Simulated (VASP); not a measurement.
Here is a VASP 6.6.1 calculation.

File INCAR:

```
SYSTEM = GeB2C3
PREC = Accurate
ENCUT = 520
EDIFF = 1E-6
ISMEAR = 0
SIGMA = 0.1
LREAL = .FALSE.
LASPH = .TRUE.
NELM = 60
ALGO = Normal
ISIF = 2
LWAVE = .FALSE.
LCHARG = .FALSE.
GGA = PE
NBANDS = 25
```

The input KPOINTS:

```
Automatic mesh
0
G
  14 14 6
  0 0 0
```

POSCAR

```
GeB2C3
1.0
    2.5863236931      0.0000000000      0.0000000000
    0.0000000000      2.5863236931      0.0000000000
    0.0000000000      0.0000000000      7.9460102505
Ge B C
1 2 3
Direct
    0.5000000000      0.5000000000      0.0000000000
    0.5000000000      0.5000000000      0.2721631732
    0.5000000000      0.5000000000      0.7278368268
    0.0000000000      0.0000000000      0.6696710661
    0.0000000000      0.0000000000      0.3303289339
    0.0000000000      0.0000000000      0.5000000000
```

Potentials or basis: VASP PAW PBE potentials, release 64 (Ge_d, B, C).

Command:

```console
$ cat potpaw_PBE.64/Ge_d/POTCAR potpaw_PBE.64/B/POTCAR potpaw_PBE.64/C/POTCAR > POTCAR
$ mpirun -np 1 vasp_std > vasp.out
```

(1) Estimate the largest force.

(2) What does it give for the band gap on the k mesh?

## Answers

(1) 0.043 eV/Å.

(2) zero (band 16 reaches 9.68 eV, above the bottom of band 17 at 4.90 eV).
